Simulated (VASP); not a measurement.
Write the native input for VASP 6.6.1 that does the following.

- Task: single point
- Functional: LDA
- Potentials or basis: VASP PAW LDA potentials, release 64 (Re)
- Cutoff: 600 eV
- k mesh: 13 × 13 × 7
- Occupations: methfessel-paxton, width 0.2 eV
- Spin: no spin polarisation
- Dipole correction: no
- Further INCAR settings: ALGO = Normal; EDIFF = 1e-06; NBANDS = 14

The structure of Re lies in POSCAR:

```
Re
1.0
    2.7391880258      0.0000000000      0.0000000000
   -1.3695940129      2.3722064161      0.0000000000
    0.0000000000      0.0000000000      4.4118668232
Re
2
Direct
    0.3333333333      0.6666666667      0.2500000000
    0.6666666667      0.3333333333      0.7500000000
```

These files were run (other wordings do the same):

INCAR

```
  ALGO = Normal
  EDIFF = 1E-6
  ENCUT = 600
  GGA_COMPAT = False
  ISIF = 2
  ISMEAR = 1
  LASPH = True
  LCHARG = False
  LREAL = False
  LWAVE = False
  NBANDS = 14
  NELM = 120
  PREC = Accurate
  SIGMA = 0.2
```

KPOINTS

```
k-points
0
Gamma
  13 13 7
```

Potentials or basis: VASP PAW LDA potentials, release 64 (Re).

The run is started by

```bash
$ cat potpaw_LDA.64/Re/POTCAR > POTCAR
$ mpirun -np 1 vasp_std > vasp.out
```

It gave:

```json
{
  "Pressure": "1.4 GPa",
  "Band gap on the k mesh": "zero (band 7 reaches 9.55 eV, above the bottom of band 8 at 6.50 eV)"
}
```

Caveat: spin-orbit coupling is left out, which moves the levels of the heavy elements.

Wall time 16 s on 1 thread of Intel(R) Xeon(R) 6975P-C (Granite Rapids), on a shared host, peak memory 0.16 GiB.
